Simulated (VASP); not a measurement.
Here is a VASP 6.6.1 calculation.

INCAR

```
ALGO     = Fast           # electronic algorithm
EDIFF    = 1E-7           # SCF threshold, eV
ENCUT    = 520            # plane-wave cutoff, eV
GGA      = CA             # functional
ISIF     = 2              # what is computed and relaxed
ISMEAR   = -1             # smearing method
ISPIN    = 2              # spin polarisation
KPAR     = 4            
LASPH    = True           # aspherical terms in the spheres
LCHARG   = False          # write CHGCAR
LMAXMIX  = 4              # l up to which the mixer works
LORBIT   = 11             # projections on sites
LREAL    = False          # projectors in reciprocal space
LWAVE    = False          # write WAVECAR
MAGMOM   = 0 0 0 0 1 1 1 1 # initial moments
NBANDS   = 62             # bands
NELM     = 150            # most SCF steps
PREC     = Accurate       # precision mode
SIGMA    = 0.05           # smearing width, eV
```

The input KPOINTS:

```
k-points
0
Gamma
  5 8 5
```

Contents of POSCAR:

```
NiGe
1.0
    5.3810000000      0.0000000000      0.0000000000
    0.0000000000      3.4280000000      0.0000000000
    0.0000000000      0.0000000000      5.8110000000
Ge Ni
4 4
Direct
    0.3120000000      0.7500000000      0.9170000000
    0.6880000000      0.2500000000      0.0830000000
    0.1880000000      0.2500000000      0.4170000000
    0.8120000000      0.7500000000      0.5830000000
    0.4950000000      0.7500000000      0.3100000000
    0.5050000000      0.2500000000      0.6900000000
    0.0050000000      0.2500000000      0.8100000000
    0.9950000000      0.7500000000      0.1900000000
```

Potentials or basis: VASP PAW LDA potentials, release 64 (Ge_d, Ni).

Run with:

```bash
$ cat potpaw_LDA.64/Ge_d/POTCAR potpaw_LDA.64/Ni/POTCAR > POTCAR
$ mpirun -np 4 vasp_std > vasp.out
```

**Question.** Predict the largest force.

**Answer.** 0.240 eV/Å.

**Question.** What does it give for the pressure?

**Answer.** -7.5 GPa.

**Question.** Predict the net moment.

**Answer.** 0.00 μB per cell.

Forces on the atoms (eV/Å):
```
Ge  -0.201  0.000 -0.131
Ge   0.201  0.000  0.131
Ge   0.201  0.000 -0.131
Ge  -0.201  0.000  0.131
Ni  -0.020  0.000 -0.040
Ni   0.020  0.000  0.040
Ni   0.020  0.000 -0.040
Ni  -0.020  0.000  0.040
```

Caveat: the cell stands under tension; the moments typed at the start vanished in this run.
